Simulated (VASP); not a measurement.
Write the native input for VASP 6.6.1 that does the following.

```yaml
Task: single point
Functional: LDA
Potentials_or_basis: VASP PAW LDA potentials, release 64 (Sr_sv, O)
Cutoff: 520 eV
k_mesh: 9 × 9 × 8
Occupations: gaussian, width 0.05 eV
Spin: no spin polarisation
Dipole_correction: no
Further_INCAR_settings: ALGO = Normal; EDIFF = 1e-07; NBANDS = 24; ISYM = 0
```

The structure of SrO lies in POSCAR:

```
SrO
1.0
    0.0000000000     -2.5321850030     -2.5321850030
   -2.5321850030      0.0000000000     -2.5321850030
    2.5321850030      2.5321850030     -5.0643700061
Sr O
2 2
Direct
    0.0000000000      0.0000000000      0.0000000000
    0.5000000000      0.5000000000      0.5000000000
    0.7500000000      0.7500000000      0.7500000000
    0.2500000000      0.2500000000      0.2500000000
```

These files were run (other wordings do the same):

INCAR

```
SYSTEM = SrO
PREC = Accurate ; ENCUT = 520
EDIFF = 1E-7 ; ISMEAR = 0
SIGMA = 0.05 ; LREAL = .False.
LASPH = .True. ; NELM = 60
ALGO = Normal ; ISIF = 2
LWAVE = .False. ; LCHARG = .False.
GGA = CA ; NBANDS = 24
ISYM = 0
```

KPOINTS

```
regular mesh
0
Gamma
  9 9 8
  0 0 0
```

Potentials or basis: VASP PAW LDA potentials, release 64 (Sr_sv, O).

Launch:

```sh
$ cat potpaw_LDA.64/Sr_sv/POTCAR potpaw_LDA.64/O/POTCAR > POTCAR
$ mpirun -np 1 vasp_std > vasp.out
```

Results of the run:

```json
{"Pressure": "0.8 GPa", "Band gap on the k mesh": "3.12 eV"}
```

Wall time 17 min on 1 thread of AMD EPYC 7R13 (shared host), peak memory 0.46 GiB.
